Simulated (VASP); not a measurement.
# MgO (Pm-3m) in VASP: single point with r2SCAN

Aim: the single point of MgO with r2SCAN.

Program: VASP 6.6.1. These are calculated values, not measurements. Logs are shortened: lines on timing, memory, paths and dates and some standing lists are left out, and cuts for length are marked.

### Step 1. The cell of the first run

Symmetry: Pm-3m, No. 221, cubic system. The conventional cell has a = 2.690 Å, b = 2.690 Å, c = 2.690 Å, α = 90.00°, β = 90.00°, γ = 90.00°. Within 3.1 Å of Mg (site symmetry m-3m) lie 8 O at 2.33 Å and 6 Mg at 2.69 Å. Within 3.1 Å of O (site symmetry m-3m) lie 8 Mg at 2.33 Å and 6 O at 2.69 Å.

### Step 2. Single point, r2SCAN

Input file POSCAR:

```
MgO
1.0
   -0.8967068099      1.7934136198      1.7934136198
    1.7934136198     -0.8967068099      1.7934136198
    1.7934136198      1.7934136198     -0.8967068099
Mg O
1 1
Direct
    0.0000000000      0.0000000000      0.0000000000
    0.5000000000      0.5000000000      0.5000000000
```

Input file INCAR.step1:

```
SYSTEM = MgO
PREC = Accurate
ENCUT = 520
ISMEAR = 0
SIGMA = 0.05
LREAL = .False.
LASPH = .True.
NELM = 100
NBANDS = 11
GGA = PE
ALGO = Normal
EDIFF = 1E-4
LWAVE = .True.
LCHARG = .False.
```

Input file INCAR.step2:

```
SYSTEM = MgO
PREC = Accurate
ENCUT = 520
EDIFF = 1E-6
ISMEAR = 0
SIGMA = 0.05
LREAL = .False.
LASPH = .True.
NELM = 100
ALGO = Normal
ISIF = 2
LWAVE = .False.
LCHARG = .False.
METAGGA = R2SCAN
LMIXTAU = .True.
NBANDS = 11
ISTART = 1
```

Input file KPOINTS:

```
regular mesh
0
Gamma
  10 10 10
  0 0 0
```

Potentials or basis: VASP PAW PBE potentials, release 64 (Mg, O).

The run is started by

```console
cat potpaw_PBE.64/Mg/POTCAR potpaw_PBE.64/O/POTCAR > POTCAR
cp INCAR.step1 INCAR
mpirun -np 1 vasp_std > vasp.out
cp INCAR.step2 INCAR
mpirun -np 1 vasp_std > vasp.out
```

OUTCAR:

```text
SYSTEM = MgO
   PREC = Accurate
   ENCUT = 520
   EDIFF = 1E-6
   ISMEAR = 0
   LREAL = .False.
   LASPH = .True.
   NELM = 100
   ISIF = 2
   METAGGA = R2SCAN
   ISTART = 1

 ion  position               nearest neighbor table
   1  0.000  0.000  0.000-   2 2.33   2 2.33   2 2.33   2 2.33   2 2.33   2 2.33   2 2.33   2 2.33

   2  0.500  0.500  0.500-   1 2.33   1 2.33   1 2.33   1 2.33   1 2.33   1 2.33   1 2.33   1 2.33

  LATTYP: Found a simple cubic cell.
 ALAT       =     2.6901204297

  Lattice vectors:

 A1 = (  -0.8967068099,   1.7934136198,   1.7934136198)
 A2 = (   1.7934136198,  -0.8967068099,   1.7934136198)
 A3 = (   1.7934136198,   1.7934136198,  -0.8967068099)

Analysis of symmetry for initial positions (statically):
=====================================================================
 Subroutine PRICEL returns:
 Original cell was already a primitive cell.

 Routine SETGRP: Setting up the symmetry group for a
 simple cubic supercell.

 Subroutine GETGRP returns: Found 48 space group operations
[... 9 lines left out ...]

 Routine SETGRP: Setting up the symmetry group for a
 simple cubic supercell.

 Subroutine GETGRP returns: Found 48 space group operations
[... 11 lines left out ...]
                                     Primitive cell

  volume of cell :      19.4677

  direct lattice vectors                    reciprocal lattice vectors
    -0.896706810  1.793413620  1.793413620    -0.123910190  0.247820380  0.247820380
     1.793413620 -0.896706810  1.793413620     0.247820380 -0.123910190  0.247820380
     1.793413620  1.793413620 -0.896706810     0.247820380  0.247820380 -0.123910190

  length of vectors
     2.690120430  2.690120430  2.690120430     0.371730570  0.371730570  0.371730570

  position of ions in fractional coordinates (direct lattice)
     0.000000000  0.000000000  0.000000000
     0.500000000  0.500000000  0.500000000

  ion indices of the primitive-cell ions
   primitive index   ion index
                 1           1
                 2           2

----------------------------------------------------------------------------------------

 KPOINTS: regular mesh

Automatic generation of k-mesh.
 Grid dimensions read from file:
 generate k-points for:   10   10   10

 Generating k-lattice:

  Cartesian coordinates                     Fractional coordinates (reciprocal lattice)
    -0.012391019  0.024782038  0.024782038     0.100000000  0.000000000  0.000000000
[... 58 lines left out ...]
   NELM   =    100;   NELMIN=  2; NELMDL=  0     # of ELM steps
   EDIFF  = 0.1E-05   stopping-criterion for ELM
   LREAL  =      F    real-space projection
   EDIFFG = 0.1E-04   stopping-criterion for IOM
   NSW    =      0    number of steps for IOM
   IBRION =     -1    ionic relax: 0-MD 1-quasi-New 2-CG
   NFREE  =      0    steps in history (QN), initial steepest desc. (CG)
   ISIF   =      2    stress and relaxation
   ISYM   =      2    0-nonsym 1-usesym 2-fastsym
   POTIM  = 0.5000    time-step for ionic-motion
   TEBEG  =    0.0;   TEEND  =   0.0 temperature during run
   PSTRESS=    0.0 pullay stress
   NELECT =       8.0000    total number of electrons
   NUPDOWN=      -1.0000    fix difference up-down
   EMIN   =  10.00;   EMAX   =-10.00  energy-range for DOS
   EFERMI =   0.00;   METHOD = LEGACY
   ISMEAR =     0;   SIGMA  =   0.05  broadening in eV -4-tet -1-fermi 0-gaus
   EFERMI_NEDOS =   21; number of points for ismear=-14 and -15
   IALGO  =     38    algorithm
   IMIX   =      4    mixing-type and parameters
     AMIX     =   0.40;   BMIX     =  1.00
     AMIX_MAG =   1.60;   BMIX_MAG =  1.00
  volume/ion in A,a.u.               =       9.73        65.69
  Fermi-wavevector in a.u.,A,eV,Ry     =   1.217119  2.300022 20.155386  1.481379
  Thomas-Fermi vector in A             =   2.352450
   LORBIT       =      0    0 simple, 1 ext, 2 COOP (PROOUT), +10 PAW based schemes
   METAGGA = R2SCAN    functional components
   LHFCALC =     F    Hartree Fock is set to
   AEXX    =    0.0000 exact exchange contribution
   IVDW    =     0    specifies the selected vdW correction
   LEPSILON=     F    determine dielectric tensor
   LRPA    =     F    only Hartree local field effects (RPA)
 non-spin polarized calculation
 Gauss-broadening in eV      SIGMA  =   0.05
  energy-cutoff  :      520.00
  volume of cell :       19.47
 maximum number of plane-waves:       552
   NGX = 11   NGY = 11   NGZ = 11

 number of electron       7.9999993 magnetization

 Free energy of the ion-electron system (eV)
  ---------------------------------------------------
  ext. energy  EPLUGINS =         0.00000000
  ---------------------------------------------------
  free energy    TOTEN  =       -14.47155724 eV

  energy without entropy =      -14.47155724  energy(sigma->0) =      -14.47155724

 E-fermi :   4.4866     XC(G=0): -11.4981

 val. band max:        4.1536607405   @ k =   0.5000   0.5000   0.0000
 cond. band min:       6.9112742079   @ k =   0.0000   0.0000   0.0000
 fundamental gap:      2.7576134674
 Fermi energy:         4.4865594122

 k-point     1 :       0.0000    0.0000    0.0000
  band No.  band energies     occupation
      1     -14.9312      2.00000
      2       3.1789      2.00000
      3       3.1789      2.00000
      4       3.1789      2.00000
      5       6.9113      0.00000
      6      15.4424      0.00000
      7      15.4424      0.00000
      8      24.7762      0.00000
      9      24.7762      0.00000
     10      24.7762      0.00000
     11      32.1469      0.00000
[... 309 lines left out ...]
 k-point    24 :       0.3000    0.1000    0.1000
  band No.  band energies     occupation
      1     -14.1329      2.00000
      2      -0.3895      2.00000
      3       2.8359      2.00000
      4       3.0789      2.00000
      5      10.5736      0.00000
      6      15.3696      0.00000
      7      16.8034      0.00000
      8      22.5120      0.00000
      9      23.4365      0.00000
     10      26.5142      0.00000
     11      26.8340      0.00000

 [... further k-points ...]
[... 5 lines left out ...]
  --------------------------------------------------------------------------------------
  -------------------------------------------------------------------------------------
  Total       -1.3649759     -1.3649759     -1.3649759     -0.0000000     -0.0000000      0.0000000
  in kB     -112.3363690   -112.3363690   -112.3363690     -0.0000000     -0.0000000      0.0000000
  external PRESSURE =    -112.3363690 kB  Pullay stress =       0.0000000 kB

 VOLUME and BASIS-vectors are now :
 -----------------------------------------------------------------------------
  energy-cutoff  :      520.00
  volume of cell :       19.47
      direct lattice vectors                 reciprocal lattice vectors
    -0.896706810  1.793413620  1.793413620    -0.123910190  0.247820380  0.247820380
     1.793413620 -0.896706810  1.793413620     0.247820380 -0.123910190  0.247820380
     1.793413620  1.793413620 -0.896706810     0.247820380  0.247820380 -0.123910190

 POSITION                                       TOTAL-FORCE (eV/Angst)
 -----------------------------------------------------------------------------------
      0.00000      0.00000      0.00000         0.000000      0.000000      0.000000
      1.34506      1.34506      1.34506        -0.000000     -0.000000     -0.000000
 -----------------------------------------------------------------------------------
    total drift:                                0.000000     -0.000000      0.000000

  FREE ENERGIE OF THE ION-ELECTRON SYSTEM (eV)
  ---------------------------------------------------
  free  energy   TOTEN  =       -14.4715572404 eV

  energy  without entropy=      -14.4715572404  energy(sigma->0) =      -14.47155724
```

OUTCAR.step1:

```text
SYSTEM = MgO
   PREC = Accurate
   ENCUT = 520
   ISMEAR = 0
   LREAL = .False.
   LASPH = .True.
[... 558 lines left out ...]
      0.00000      0.00000      0.00000         0.000000     -0.000000     -0.000000
      1.34506      1.34506      1.34506        -0.000000      0.000000      0.000000
 -----------------------------------------------------------------------------------
    total drift:                                0.000000     -0.000000      0.000000

  FREE ENERGIE OF THE ION-ELECTRON SYSTEM (eV)
  ---------------------------------------------------
  free  energy   TOTEN  =       -10.3895359836 eV

  energy  without entropy=      -10.3895359836  energy(sigma->0) =      -10.38953598
```

OSZICAR.step1:

```text
N       E                     dE             d eps       ncg     rms          rms(c)
DAV:   1     0.156173841240E+02    0.15617E+02   -0.46212E+03  1400   0.647E+02
DAV:   2    -0.113796878916E+02   -0.26997E+02   -0.26307E+02  1444   0.133E+02
DAV:   3    -0.120463817002E+02   -0.66669E+00   -0.66623E+00  1413   0.180E+01
DAV:   4    -0.120479363196E+02   -0.15546E-02   -0.15546E-02  1304   0.980E-01
DAV:   5    -0.120479410407E+02   -0.47211E-05   -0.47211E-05  1394   0.526E-02    0.703E+00
DAV:   6    -0.104648501306E+02    0.15831E+01   -0.92516E+00  1250   0.160E+01    0.235E+00
DAV:   7    -0.104187458375E+02    0.46104E-01   -0.91304E-02  1298   0.243E+00    0.132E+00
DAV:   8    -0.103900460958E+02    0.28700E-01   -0.47862E-02  1329   0.213E+00    0.269E-01
DAV:   9    -0.103897054921E+02    0.34060E-03   -0.32978E-04  1327   0.138E-01    0.183E-01
DAV:  10    -0.103895390879E+02    0.16640E-03   -0.44341E-04  1274   0.182E-01    0.123E-02
DAV:  11    -0.103895359836E+02    0.31044E-05   -0.85614E-06   646   0.168E-02
   1 F= -.10389536E+02 E0= -.10389536E+02  d E =-.103566E-10
```

Wall time 27 s (1 thread of Intel Xeon Platinum 8559C (Emerald Rapids), shared host); peak memory 0.13 GiB.

Results:

```
Free energy            : -14.4716 eV
Pressure               : -11.2 GPa
Band gap on the k mesh : 2.76 eV, indirect (least direct gap 3.73 eV)
```

Caveat: the PAW data sets were made with another functional, which shifts forces and pressure a little.
